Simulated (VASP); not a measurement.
**CaAl4O: single point with PBE**

The system is CaAl4O.

```
CELL_PARAMETERS angstrom
5.58571 0.00000 0.00000
-2.79286 4.83737 0.00000
0.00000 0.00000 4.03149
ATOMIC_POSITIONS crystal
Ca 0.00000 0.00000 0.00000
Al 0.66667 0.33333 0.00000
Al 0.01848 0.50924 0.50000
Al 0.49076 0.50924 0.50000
Al 0.49076 0.98152 0.50000
O 0.33333 0.66667 0.00000
```

```yaml
Program: VASP 6.6.1
Task: single point
Functional: PBE
Potentials_or_basis: VASP PAW PBE potentials, release 64 (Ca_sv, Al, O)
Cutoff: 520 eV
k_mesh: 6 × 6 × 4
Occupations: gaussian, width 0.1 eV
Spin: no spin polarisation
```

* Pressure: 0.2 GPa
* Largest force: 0.034 eV/Å
* Band gap on the k mesh: zero (band 14 reaches 6.10 eV, above the bottom of band 15 at 5.09 eV)

Forces on the atoms (eV/Å):
```
Ca   0.000  0.000  0.000
Al   0.000  0.000  0.000
Al  -0.029 -0.017  0.000
Al   0.029 -0.017  0.000
Al   0.000  0.034  0.000
O    0.000  0.000  0.000
```

Stress tensor (GPa, compression positive):
```
 0.30  0.00  0.00
 0.00  0.30  0.00
 0.00  0.00 -0.11
```

Levels at points of the mesh, in eV from the Fermi level:
```tsv
k point	band 10	band 11	band 12	band 13	band 14	band 15	band 16	band 17	band 18	band 19
(0.00, 0.00, 0.00)	-3.57	-2.53	-2.53	-0.24	0.32	0.32	0.54	1.13	3.06	3.06
(0.50, 0.00, 0.00)	-3.70	-2.15	-1.74	-0.64	0.33	1.10	1.86	2.28	2.60	2.72
(0.00, 0.00, 0.50)	-3.97	-1.64	-1.64	-1.39	-1.39	-0.33	-0.33	0.07	3.04	3.36
(0.50, 0.00, 0.50)	-3.10	-3.02	-2.65	-1.16	-0.14	0.08	2.08	2.37	2.49	3.13
```

Run time: 67 s on 1 thread of Intel(R) Xeon(R) Platinum 8488C (Sapphire Rapids), with other jobs on the host, peak memory 0.24 GiB.

Caveat: the k points lie up to 0.39 Å⁻¹ apart.
